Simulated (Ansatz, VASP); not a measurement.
## Two plane-wave programs on MnS

Contents of INCAR:

```
PREC = Accurate
ENCUT = 520
EDIFF = 1E-6
ISMEAR = -1
SIGMA = 0.05
LREAL = False
LASPH = True
NELM = 150
ALGO = Normal
ISIF = 2
LWAVE = False
LCHARG = True
ISPIN = 2
MAGMOM = 4 -4 0 0
LORBIT = 11
LMAXMIX = 4
LDAU = True
LDAUTYPE = 2
LDAUL = 2 -1
LDAUU = 4 0
LDAUJ = 0 0
LDAUPRINT = 1
GGA = PS
LELF = True
LVHAR = True
NBANDS = 31
```

The input KPOINTS:

```
Automatic mesh
0
Gamma
  9 9 9
```

POSCAR

```
MnS
1.0
   -1.8299960138     -1.0565486911      5.9418405554
    1.8299960138     -1.0565486911      5.9418405554
    0.0000000000      2.1130973824      5.9418405554
Mn S
2 2
Direct
    0.0000000000      0.0000000000      0.0000000000
    0.5000000000      0.5000000000      0.5000000000
    0.2500000000      0.2500000000      0.2500000000
    0.7500000000      0.7500000000      0.7500000000
```

input.yaml

```yaml
crystal:
  lattice:
    - [-1.8299960138, -1.0565486911, 5.9418405554]
    - [1.8299960138, -1.0565486911, 5.9418405554]
    - [0.0, 2.1130973824, 5.9418405554]
  atoms:
    - { symbol: Mn, position: [0.0, 0.0, 0.0], spin: 4.0 }
    - { symbol: Mn, position: [0.5, 0.5, 0.5], spin: -4.0 }
    - { symbol: S, position: [0.25, 0.25, 0.25] }
    - { symbol: S, position: [0.75, 0.75, 0.75] }
hamiltonian:
  xc: pbesol
  pseudopotentials: { kind: paw }
  hubbard: { sites: [{ species: Mn, l: d, u_eff: 4.0 }] }
magnetization:
  spin_polarized: true
kpoints:
  mp_grid: { grid: [9, 9, 9] }
scf:
  occupations: { method: fermi_dirac, width: 0.05 }
output:
  forces: true
  stress: true
  eigenvalues: true
```

Alike in both runs: task single point; functional PBEsol; k mesh 9 × 9 × 9; occupations fermi-dirac, width 0.05 eV; collinear spin, antiferromagnetic start; Hubbard terms Mn d U = 4 eV.

|  | VASP | Ansatz |
| --- | --- | --- |
| version | VASP 6.6.1 | Ansatz 0.2.0 |
| potentials or method | VASP PAW PBE potentials, release 64 (Mn_pv, S) | Ansatz PAW |
| plane-wave cutoff (eV) | 520 | 420 |
| valence electrons in the cell | 38 | 42 |

|  | VASP | Ansatz | Ansatz less VASP |
| --- | --- | --- | --- |
| gap on the k mesh at the Fermi level (eV) | 2.20 | 2.30 | +0.104 |
| least direct gap on the mesh (eV) | 2.75 | 2.85 | +0.102 |
| pressure (GPa) | 1.0 | 1.5 | +0.58 |
| traceless stress, the component that is largest in VASP (GPa) | -0.07 | -0.11 | -0.044 |
| net moment per atom (μB) | 0.00 | 0.00 | 0.000 |
| size of the moment on the site where the two differ most (μB) | 4.48 | 4.38 | -0.103 |

VASP's potentials were made for PBE, not for PBEsol. Site moments also hang on the region over which each program counts them. The programs project onto different local orbitals, so the same U acts differently, and such runs can settle in different states. VASP's potentials hold 38 valence electrons a cell and Ansatz's 42, so a difference there can come from the potentials and not from the codes.

Noted on Ansatz's run: the magnetic or orbital state may not be the lowest; odd divisions of the mesh miss points on the zone boundary, where band edges often lie, so the gap on the mesh can be too wide.
